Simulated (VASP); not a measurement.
Here is a VASP 6.6.1 calculation.

File POSCAR:

```
SnO2
1.0
   -0.0934004823      2.4400664881      2.4400664881
    2.4400664881     -0.0934004823      2.4400664881
    2.4400664881      2.4400664881     -0.0934004823
Sn O
1 2
Direct
    0.0000000000      0.0000000000      0.0000000000
    0.2523761651      0.2523761651      0.2523761651
    0.7476238349      0.7476238349      0.7476238349
```

Contents of INCAR.step1:

```
  PREC = Accurate
  ENCUT = 520
  ISMEAR = 0
  SIGMA = 0.01
  LREAL = F
  LASPH = T
  NELM = 100
  NBANDS = 20
  GGA = PE
  ALGO = Normal
  EDIFF = 1E-4
  LWAVE = T
  LCHARG = F
```

Contents of INCAR.step2:

```
  PREC = Accurate
  ENCUT = 520
  EDIFF = 1E-7
  ISMEAR = 0
  SIGMA = 0.01
  LREAL = F
  LASPH = T
  NELM = 100
  ALGO = Normal
  ISIF = 2
  LWAVE = F
  LCHARG = F
  METAGGA = R2SCAN
  LMIXTAU = T
  NBANDS = 20
  ISTART = 1
```

KPOINTS

```
Automatic mesh
0
Gamma
  8 8 8
```

Potentials or basis: VASP PAW PBE potentials, release 64 (Sn_d, O).

Run with:

```console
$ cat potpaw_PBE.64/Sn_d/POTCAR potpaw_PBE.64/O/POTCAR > POTCAR
$ cp INCAR.step1 INCAR
$ mpirun -np 1 vasp_std > vasp.out
$ cp INCAR.step2 INCAR
$ mpirun -np 1 vasp_std > vasp.out
```

Problem. Estimate the pressure.

Solution. 16.9 GPa.

Problem. Estimate the largest force.

Solution. 0.028 eV/Å.

Problem. Estimate the band gap on the k mesh.

Solution. 1.52 eV (least direct gap 2.96 eV).

Forces on the atoms (eV/Å):
```
Sn   0.000  0.000  0.000
O    0.016  0.016  0.016
O   -0.016 -0.016 -0.016
```

Caveat: the cell differs from its parent crystal (strain along [111] -5.5%); the cell stands under pressure; the PAW data sets were made with another functional, which shifts forces and pressure a little; spin-orbit coupling is left out, which moves the levels of the heavy elements. A k mesh can miss the band edges.
